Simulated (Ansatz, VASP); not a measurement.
# One calculation of Ta2C, two programs

```
Ta C
1.0
     3.10590    0.00000    0.00000
    -1.55295    2.68979    0.00000
     0.00000    0.00000    4.94640
Ta C
2 1
Direct
  0.33333 0.66667 0.25201
  0.66667 0.33333 0.74799
  0.00000 0.00000 0.00000
```

Alike in both runs: task single point; functional LDA; k mesh 9 × 9 × 5; no spin polarisation.

|  | VASP | Ansatz |
| --- | --- | --- |
| version | VASP 6.6.1 | Ansatz 0.2.0 |
| potentials or method | VASP PAW LDA potentials, release 64 (Ta_pv, C), cutoff 600 eV | plane waves, PAW |
| occupations | methfessel-paxton of order 1, width 0.1 eV | cold, width 0.1 eV |
| valence electrons in the cell | 26 | 30 |

VASP gave:

| Quantity | Value |
| --- | --- |
| gap on the k mesh at the Fermi level (eV) | none |
| pressure (GPa) | -7.0 |
| traceless stress, the component that is largest in VASP (GPa) | -0.51 |
| rms of the force components (eV/Å) | 0.029 |

Which values does Ansatz return?

gap on the k mesh at the Fermi level (eV): none; pressure (GPa): -8.3; traceless stress, the component that is largest in VASP (GPa): -0.46; rms of the force components (eV/Å): 0.064.

LDA's correlation is that of Perdew and Zunger in VASP and of Perdew and Wang (1992) in Ansatz. Atom by atom the forces differ by 0.035 eV/Å (rms over components). A gap of «none» marks a metal or a gap that the smearing closes. VASP's potentials hold 26 valence electrons a cell and Ansatz's 30, so a difference there can come from the potentials and not from the codes. Ansatz's warnings: structure snapped to symmetry.

Neither program's run includes spin-orbit coupling.
